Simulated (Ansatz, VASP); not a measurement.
Bi2Te3 in VASP and in Ansatz

Contents of POSCAR:

```
Bi2Te3
1.0
    2.1930000000      1.2661291403     10.1656666667
   -2.1930000000      1.2661291403     10.1656666667
    0.0000000000     -2.5322582807     10.1656666667
Bi Te
2 3
Direct
    0.6000000000      0.6000000000      0.6000000000
    0.4000000000      0.4000000000      0.4000000000
    0.7905000000      0.7905000000      0.7905000000
    0.2095000000      0.2095000000      0.2095000000
    0.0000000000      0.0000000000      0.0000000000
```

The input INCAR.step1:

```
SYSTEM = Bi2Te3
  PREC = Accurate
  ENCUT = 520
  ISMEAR = -1
  SIGMA = 0.05
  LREAL = .FALSE.
  LASPH = .TRUE.
  NELM = 60
  NBANDS = 32
  GGA = PE
  ALGO = Normal
  EDIFF = 1E-4
  LWAVE = .TRUE.
  LCHARG = .FALSE.
```

Contents of INCAR.step2:

```
SYSTEM = Bi2Te3
  PREC = Accurate
  ENCUT = 520
  EDIFF = 1E-6
  ISMEAR = -1
  SIGMA = 0.05
  LREAL = .FALSE.
  LASPH = .TRUE.
  NELM = 60
  ALGO = Normal
  ISIF = 2
  LWAVE = .FALSE.
  LCHARG = .FALSE.
  METAGGA = R2SCAN
  LMIXTAU = .TRUE.
  NBANDS = 32
  ISTART = 1
```

The input KPOINTS:

```
Automatic mesh
0
G
  7 7 7
  0 0 0
```

Contents of input.yaml:

```yaml
crystal:
  lattice:
    - [2.193, 1.2661291403, 10.1656666667]
    - [-2.193, 1.2661291403, 10.1656666667]
    - [0.0, -2.5322582807, 10.1656666667]
  atoms:
    - { symbol: Bi, position: [0.6, 0.6, 0.6] }
    - { symbol: Bi, position: [0.4, 0.4, 0.4] }
    - { symbol: Te, position: [0.7905, 0.7905, 0.7905] }
    - { symbol: Te, position: [0.2095, 0.2095, 0.2095] }
    - { symbol: Te, position: [0.0, 0.0, 0.0] }
hamiltonian:
  xc: r2scan
  pseudopotentials: { kind: paw }
kpoints:
  mp_grid: { grid: [7, 7, 7] }
  band_path:
    path:
      - [[0.0, 0.0, 0.0], [0.5, 0.0, 0.0], [0.5, 0.1770083925, -0.1770083925]]
      - [[0.8229916075, 0.5, 0.1770083925], [0.5, 0.5, 0.5], [0.0, 0.0, 0.0], [0.3385041962, 0.0, -0.3385041962]]
      - [[0.6614958038, 0.3385041962, 0.0], [0.5, 0.5, 0.0], [0.6614958038, 0.6614958038, 0.1770083925], [0.5, 0.5, 0.5]]
      - [[0.5, 0.0, 0.0], [0.8229916075, 0.3385041962, 0.3385041962]]
    npoints: 14
scf:
  occupations: { method: fermi_dirac, width: 0.05 }
  n_extra_bands: 12
output:
  forces: true
  stress: true
  eigenvalues: true
  fatbands: false
```

Alike in both runs: functional r2SCAN; k mesh 7 × 7 × 7; occupations fermi-dirac, width 0.05 eV; no spin polarisation.

|  | VASP | Ansatz |
| --- | --- | --- |
| version | VASP 6.6.1 | Ansatz 0.2.0 |
| potentials or method | VASP PAW PBE potentials, release 64 (Bi_d, Te) | Ansatz PAW |
| plane-wave cutoff (eV) | 520 | 500 |
| valence electrons in the cell | 48 | 78 |
| task | single point | band structure |

Ansatz gave:

```
gap on the k mesh at the Fermi level (eV) : 0.52
least direct gap on the mesh (eV)         : 0.52
pressure (GPa)                            : 1.3
rms of the force components (eV/Å)        : 0.116
```

Q: Estimate VASP's values.

A: gap on the k mesh at the Fermi level (eV): 0.51; least direct gap on the mesh (eV): 0.51; pressure (GPa): 1.3; rms of the force components (eV/Å): 0.108.

VASP's potentials were made for PBE, not for r2SCAN. Atom by atom the forces differ by 0.008 eV/Å (rms over components). VASP's potentials hold 48 valence electrons a cell and Ansatz's 78, so a difference there can come from the potentials and not from the codes.

Spin-orbit coupling is off throughout.
